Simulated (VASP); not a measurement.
Write the native input for VASP 6.6.1 that does the following.

| Property | Result |
| --- | --- |
| Task | single point |
| Functional | LDA |
| Potentials or basis | VASP PAW LDA potentials, release 64 (Cs_sv, H) |
| Cutoff | 520 eV |
| k mesh | 8 × 8 × 8 |
| Occupations | gaussian, width 0.05 eV |
| Spin | no spin polarisation |
| Dipole correction | no |
| Further INCAR settings | ALGO = Normal; EDIFF = 1e-07; NBANDS = 12 |

The structure of CsH lies in POSCAR:

```
CsH
1.0
    3.8184085400      0.0000000000      0.0000000000
    0.0000000000      3.8184085400      0.0000000000
    0.0000000000      0.0000000000      3.6465801557
Cs H
1 1
Direct
    0.0000000000      0.0000000000      0.0000000000
    0.5000000000      0.5000000000      0.5000000000
```

This cell differs from its parent crystal: strain -0.0450 x Voigt [0, 0, 1, 0, 0, 0].

One way to write it, as run:

INCAR

```
PREC = Accurate ; ENCUT = 520
EDIFF = 1E-7 ; ISMEAR = 0
SIGMA = 0.05 ; LREAL = F
LASPH = T ; NELM = 60
ALGO = Normal ; ISIF = 2
LWAVE = F ; LCHARG = T
LELF = T ; LVHAR = T
NBANDS = 12
```

KPOINTS

```
regular mesh
0
Gamma
  8 8 8
```

Potentials or basis: VASP PAW LDA potentials, release 64 (Cs_sv, H).

Launch:

```bash
$ cat potpaw_LDA.64/Cs_sv/POTCAR potpaw_LDA.64/H/POTCAR > POTCAR
$ mpirun -np 1 vasp_std > vasp.out
```

Results of the run:

```yaml
Pressure: -1.4 GPa
Band_gap_on_the_k_mesh: 2.29 eV, direct
```

Caveat: the cell differs from its parent crystal (strain -0.0450 x Voigt [0, 0, 1, 0, 0, 0]); spin-orbit coupling is left out, which moves the levels of the heavy elements.

Wall time 30 s on 1 thread of AMD EPYC 7R43 64-Core Processor (Zen 3) (shared host), peak memory 0.13 GiB.
